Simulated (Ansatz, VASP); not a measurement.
**One calculation of SrTiO3, two programs**

Contents of POSCAR:

```
SrTiO3
1.0
    3.9068515016      0.0000000000      0.0000000000
    0.0000000000      3.9068515016      0.0000000000
    0.0000000000      0.0000000000      3.7896459565
Sr Ti O
1 1 3
Direct
    0.0000000000      0.0000000000      0.0000000000
    0.5000000000      0.5000000000      0.5000000000
    0.5000000000      0.5000000000      0.0000000000
    0.5000000000      0.0000000000      0.5000000000
    0.0000000000      0.5000000000      0.5000000000
```

Contents of INCAR.step1:

```
SYSTEM = SrTiO3
PREC = Accurate ; ENCUT = 520
ISMEAR = 0 ; SIGMA = 0.01
LREAL = .False. ; LASPH = .True.
NELM = 60 ; NBANDS = 28
GGA = PE ; ALGO = Normal
EDIFF = 1E-4 ; LWAVE = .True.
LCHARG = .False.
```

Contents of INCAR.step2:

```
SYSTEM = SrTiO3
PREC = Accurate ; ENCUT = 520
EDIFF = 1E-6 ; ISMEAR = 0
SIGMA = 0.01 ; LREAL = .False.
LASPH = .True. ; NELM = 60
ALGO = Normal ; ISIF = 2
LWAVE = .False. ; LCHARG = .False.
METAGGA = R2SCAN ; LMIXTAU = .True.
NBANDS = 28 ; ISTART = 1
```

The input KPOINTS:

```
Automatic mesh
0
Gamma
  6 6 6
  0 0 0
```

Input for Ansatz:

```yaml
crystal:
  lattice:
    - [3.9068515016, 0.0, 0.0]
    - [0.0, 3.9068515016, 0.0]
    - [0.0, 0.0, 3.7896459565]
  atoms:
    - { symbol: Sr, position: [0.0, 0.0, 0.0] }
    - { symbol: Ti, position: [0.5, 0.5, 0.5] }
    - { symbol: O, position: [0.5, 0.5, 0.0] }
    - { symbol: O, position: [0.5, 0.0, 0.5] }
    - { symbol: O, position: [0.0, 0.5, 0.5] }
kpoints:
  mp_grid: { grid: [6, 6, 6] }
  band_path:
    path: [[0.0, 0.0, 0.0], [0.0, 0.5, 0.0], [0.5, 0.5, 0.0], [0.5, 0.5, 0.5]]
    npoints: 1
hamiltonian:
  xc: r2scan
scf:
  occupations: { method: fixed }
  n_extra_bands: 5
output:
  forces: true
  stress: true
  eigenvalues: true
```

Change from the starting cell: uniaxial_z strain -3.0%.

Alike in both runs: task single point; functional r2SCAN; k mesh 6 × 6 × 6; no spin polarisation.

|  | VASP | Ansatz |
| --- | --- | --- |
| version | VASP 6.6.1 | Ansatz 0.2.0 |
| potentials or method | VASP PAW PBE potentials, release 64 (Sr_sv, Ti_sv, O) | plane waves, PAW |
| plane-wave cutoff (eV) | 520 | 500 |
| occupations | gaussian, width 0.01 eV | fixed |
| valence electrons in the cell | 40 | 40 |

|  | VASP | Ansatz | Ansatz less VASP |
| --- | --- | --- | --- |
| gap on the k mesh at the Fermi level (eV) | 2.29 | 2.28 | -0.008 |
| pressure (GPa) | 7.5 | 6.5 | -1.03 |
| traceless stress, the component that is largest in VASP (GPa) | 6.07 | 5.95 | -0.116 |

VASP's potentials were made for PBE, not for r2SCAN.
